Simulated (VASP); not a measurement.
Here is a VASP 6.6.1 calculation.

The input INCAR:

```
SYSTEM = Si12O23
PREC = Accurate
ENCUT = 520
EDIFF = 1E-6
ISMEAR = 0
SIGMA = 0.02
LREAL = Auto
LASPH = .True.
NELM = 150
ALGO = Normal
ISIF = 2
LWAVE = .False.
LCHARG = .True.
ISPIN = 2
MAGMOM = 0 0 0 0 0 0 0 0 0 0 0 0 0 0 0 0 0 0 0 0 0 0 0 0 0 0 0 0 0.06 0 0 0 0 0 0
LORBIT = 11
GGA = PE
LELF = .True.
LVHAR = .True.
NELECT = 185.0
NBANDS = 120
```

KPOINTS

```
regular mesh
0
Gamma
  2 2 1
  0 0 0
```

The input POSCAR:

```
Si12O23
1.0
   -2.4457500000      4.2361630000      5.3885000000
    4.8915000000      0.0000000000      5.3885000000
    4.8915000000      8.4723270000      0.0000000000
Si O
12 23
Direct
    0.0908950255      0.5807490313      0.9482047678
    0.3975980284      0.9580577199      0.0291080530
    0.0263763007     -0.0354844013      0.2608224034
    0.0949686728      0.5549680443      0.4592081045
    0.3980481060      0.9389022512      0.5320741682
   -0.0008109407      0.0096360312      0.7669134203
    0.6089635840      0.0713791830      0.2009325180
    0.9112086649      0.4268317916      0.2750458721
    0.5000642554      0.4952123522      0.5191100749
    0.6018203567      0.0702104496      0.6984400947
    0.8889327489      0.4397796942      0.7881567814
    0.4890372335      0.4998158796      0.0215517609
    0.3084652508      0.4534341647      0.9875197119
    0.9142245416      0.5435893212      0.1009284489
    0.9847782925      0.1842440700      0.2872643648
    0.5737613137      0.9959540059      0.0720682230
    0.5838369264      0.3155758972      0.1452572138
    0.3178880636      0.4498213175      0.4840796805
    0.9152604656      0.5076869224      0.6089916596
    0.9115383871      0.1977094555      0.8446810199
    0.1751484386      0.0521586041      0.6126526590
    0.5721792001      0.9886208370      0.5747614136
    0.5755571101      0.3103163241      0.6526072785
    0.8363907822      0.9538423067      0.2140411146
    0.4333293802      0.0216256165      0.3505887005
    0.4248648066      0.6976227131      0.5772696718
    0.6840679448      0.5046799443      0.3681885370
    0.0726748376      0.4785390438      0.3289485335
    0.0639878593      0.7996213084      0.4124090109
    0.8185571035      0.9588186040      0.7331889674
    0.4215368546      0.0159837912      0.8530593984
    0.2737308129      0.7914977294      0.1300380236
    0.6647460296      0.5587111477      0.8720509094
    0.0637690463      0.4934693317      0.8260030480
    0.0926125284      0.8156036727      0.8865866761
```

Potentials or basis: VASP PAW PBE potentials, release 64 (Si, O).

Run with:

```console
$ cat potpaw_PBE.64/Si/POTCAR potpaw_PBE.64/O/POTCAR > POTCAR
$ mpirun -np 1 vasp_std > vasp.out
```

Q: Estimate the net moment.

A: 0.00 μB per cell.

Q: Estimate the largest force.

A: 0.455 eV/Å.

Forces in eV/Å, atoms in the order of the input:
```
Si  -0.046  0.049  0.016
Si   0.290 -0.204  0.286
Si  -0.162 -0.015  0.086
Si  -0.009 -0.006 -0.019
Si  -0.025  0.005  0.007
Si  -0.011  0.008  0.003
Si  -0.089 -0.105 -0.007
Si  -0.094  0.015 -0.104
Si   0.019  0.016  0.015
Si   0.032  0.074 -0.129
Si   0.019  0.003 -0.010
Si   0.003  0.015 -0.049
O    0.007 -0.007 -0.073
O    0.024 -0.011  0.027
O   -0.115 -0.034  0.010
O    0.105 -0.023 -0.029
O    0.022  0.028  0.006
O    0.047  0.008 -0.004
O    0.039 -0.017  0.016
O   -0.004  0.005 -0.011
O   -0.012  0.001 -0.009
O   -0.045 -0.026  0.020
O    0.041  0.032 -0.011
O   -0.071 -0.005  0.081
O   -0.058  0.039  0.020
O    0.002  0.014  0.002
O   -0.050  0.032 -0.037
O    0.003 -0.019 -0.023
O   -0.001  0.011  0.020
O   -0.052  0.002  0.054
O   -0.033  0.061 -0.012
O    0.233 -0.013 -0.056
O    0.034  0.037 -0.051
O    0.006  0.034 -0.010
O   -0.051 -0.003 -0.026
```

Caveat: the k points lie up to 0.71 Å⁻¹ apart; the cell carries a net charge on a neutralising background, which shifts energy and pressure.
